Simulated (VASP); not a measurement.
Input of a VASP 6.6.1 run:

File INCAR:

```
PREC = Accurate ; ENCUT = 520
EDIFF = 1E-6 ; ISMEAR = -1
SIGMA = 0.05 ; LREAL = F
LASPH = T ; NELM = 80
ALGO = Normal ; ISIF = 2
LWAVE = F ; LCHARG = T
LELF = T ; LVHAR = T
NBANDS = 32
```

The input KPOINTS:

```
Automatic mesh
0
Gamma
  8 8 8
```

POSCAR

```
Bi2Se3
1.0
    2.0715000000      1.1959810826      9.5453333333
   -2.0715000000      1.1959810826      9.5453333333
    0.0000000000     -2.3919621653      9.5453333333
Bi Se
2 3
Direct
    0.5992000000      0.5992000000      0.5992000000
    0.4008000000      0.4008000000      0.4008000000
    0.7883000000      0.7883000000      0.7883000000
    0.2117000000      0.2117000000      0.2117000000
    0.0000000000      0.0000000000      0.0000000000
```

Potentials or basis: VASP PAW LDA potentials, release 64 (Bi_d, Se).

Command:

```console
$ cat potpaw_LDA.64/Bi_d/POTCAR potpaw_LDA.64/Se/POTCAR > POTCAR
$ mpirun -np 1 vasp_std > vasp.out
```

Task: Predict the pressure.

Result: -1.7 GPa.

Task: Predict the band gap on the k mesh.

Result: 0.09 eV.

Task: Predict the largest force.

Result: 0.136 eV/Å.

Forces on the atoms (eV/Å):
```
Bi   0.000  0.000  0.136
Bi   0.000  0.000 -0.136
Se   0.000  0.000  0.019
Se   0.000  0.000 -0.019
Se   0.000  0.000  0.000
```

Caveat: spin-orbit coupling is left out, which moves the levels of the heavy elements. A k mesh can miss the band edges.
